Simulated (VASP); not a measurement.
Set up this calculation in VASP 6.6.1, as the native input.

| Item | Value |
| --- | --- |
| Task | single point |
| Functional | PBE |
| Potentials or basis | VASP PAW PBE potentials, release 64 (Re_sv_GW) |
| Cutoff | 560 eV |
| k mesh | 10 × 10 × 10 |
| Occupations | gaussian, width 0.15 eV |
| Spin | no spin polarisation |
| Dipole correction | no |
| Further INCAR settings | ALGO = Normal; EDIFF = 1e-06; NBANDS = 14 |

The structure of Re lies in POSCAR:

```
Re
1.0
    0.0000000000      2.1968519073      1.4551947034
    2.1968519073      0.0000000000      1.4551947034
    2.1968519073      2.1968519073      0.0000000000
Re
1
Direct
    0.0000000000      0.0000000000      0.0000000000
```

These files were run (other wordings do the same):

INCAR

```
PREC     = Accurate       # precision mode
ENCUT    = 560            # plane-wave cutoff, eV
EDIFF    = 1E-6           # SCF threshold, eV
ISMEAR   = 0              # smearing method
SIGMA    = 0.15           # smearing width, eV
LREAL    = False          # projectors in reciprocal space
LASPH    = True           # aspherical terms in the spheres
NELM     = 120            # most SCF steps
ALGO     = Normal         # electronic algorithm
ISIF     = 2              # what is computed and relaxed
LWAVE    = False          # write WAVECAR
LCHARG   = True           # write CHGCAR
GGA      = PE             # functional
LELF     = True           # ELF
LVHAR    = True         
NBANDS   = 14             # bands
GGA_COMPAT= False
```

KPOINTS

```
regular mesh
0
Gamma
  10 10 10
```

Potentials or basis: VASP PAW PBE potentials, release 64 (Re_sv_GW).

Run with:

```console
$ cat potpaw_PBE.64/Re_sv_GW/POTCAR > POTCAR
$ mpirun -np 1 vasp_std > vasp.out
```

It gave:

* Pressure: 28.5 GPa
* Band gap on the k mesh: zero (an odd number of electrons rules out a gap without spin polarisation)

Caveat: the cell stands under pressure; spin-orbit coupling is left out, which moves the levels of the heavy elements.

Wall time 14 s on 1 thread of Intel(R) Xeon(R) Platinum 8559C (Emerald Rapids) (shared host), peak memory 0.15 GiB.
